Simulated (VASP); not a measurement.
A run of VASP 6.6.1:

Contents of INCAR:

```
SYSTEM = FeSi
PREC = Accurate ; ENCUT = 600
EDIFF = 1E-7 ; ISMEAR = 0
SIGMA = 0.01 ; LREAL = .False.
LASPH = .True. ; NELM = 100
ALGO = Normal ; ISIF = 3
LWAVE = .False. ; LCHARG = .False.
GGA = PS ; IBRION = 2
NSW = 100 ; EDIFFG = -0.005
```

KPOINTS

```
regular mesh
0
Gamma
  8 8 8
  0 0 0
```

POSCAR

```
FeSi
1.0
    4.4028615138      0.0000000000      0.0000000000
    0.0000000000      4.4028615138      0.0000000000
    0.0000000000      0.0000000000      4.4028615138
Fe Si
4 4
Direct
    0.1370360825      0.1370360825      0.1370360825
    0.3629639175      0.8629639175      0.6370360825
    0.6370360825      0.3629639175      0.8629639175
    0.8629639175      0.6370360825      0.3629639175
    0.8411665561      0.8411665561      0.8411665561
    0.6588334439      0.1588334439      0.3411665561
    0.3411665561      0.6588334439      0.1588334439
    0.1588334439      0.3411665561      0.6588334439
```

Potentials or basis: VASP PAW PBE potentials, release 64 (Fe, Si).

Launch:

```sh
$ cat potpaw_PBE.64/Fe/POTCAR potpaw_PBE.64/Si/POTCAR > POTCAR
$ mpirun -np 1 vasp_std > vasp.out
```

Hardware: 1 thread of Intel(R) Xeon(R) Platinum 8488C (Sapphire Rapids) (shared host).

How long does it take, and how much memory?

Wall time 4.5 min on 1 thread of Intel(R) Xeon(R) Platinum 8488C (Sapphire Rapids), on a shared host, peak memory 0.27 GiB. Counts: scf iterations 44, k points 45, ion steps 5.
